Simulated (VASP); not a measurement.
Pt: single point with LDA

The system is Pt.

```
Pt
1.0
     0.00000    2.12852    1.82393
     2.12852    0.00000    1.82393
     2.12852    2.12852    0.00000
Pt
1
Direct
  0.00000 0.00000 0.00000
```

```yaml
Program: VASP 6.6.1
Task: single point
Functional: LDA
Potentials_or_basis: VASP PAW LDA potentials, release 64 (Pt)
Cutoff: 520 eV
k_mesh: 22 × 22 × 22
Occupations: gaussian, width 0.15 eV
Spin: no spin polarisation
Dipole_correction: no
Further_INCAR_settings: ALGO = Fast; EDIFF = 1e-07; NBANDS = 11
```

- Pressure: -23.9 GPa
- Band gap on the k mesh: zero (bands 5 and 6 overlap by 2.31 eV)

Stress tensor (GPa, compression positive):
```
-25.69   0.00   0.00
  0.00 -25.69   0.00
  0.00   0.00 -20.27
```

Levels at points of the mesh, in eV from the Fermi level:
```
           k point  band 3  band 4  band 5  band 6  band 7  band 8
(0.00, 0.00, 0.00)   -3.54   -2.25   -2.13   -0.68   15.32   18.24
(0.50, 0.00, 0.00)   -2.35   -0.31    0.04    0.52    5.39   14.00
(0.50, 0.50, 0.00)    0.12    0.50    0.50    4.11    9.41    9.41
(0.50, 0.00, 0.50)   -0.15   -0.10    0.88    1.19    6.93   11.84
```

Wall time 2.9 min on 1 thread of Intel Xeon 8259CL, with other jobs on the host, peak memory 0.27 GiB.

Caveat: the stress differs along the axes, from -26 to -20 GPa; spin-orbit coupling is left out, which moves the levels of the heavy elements.
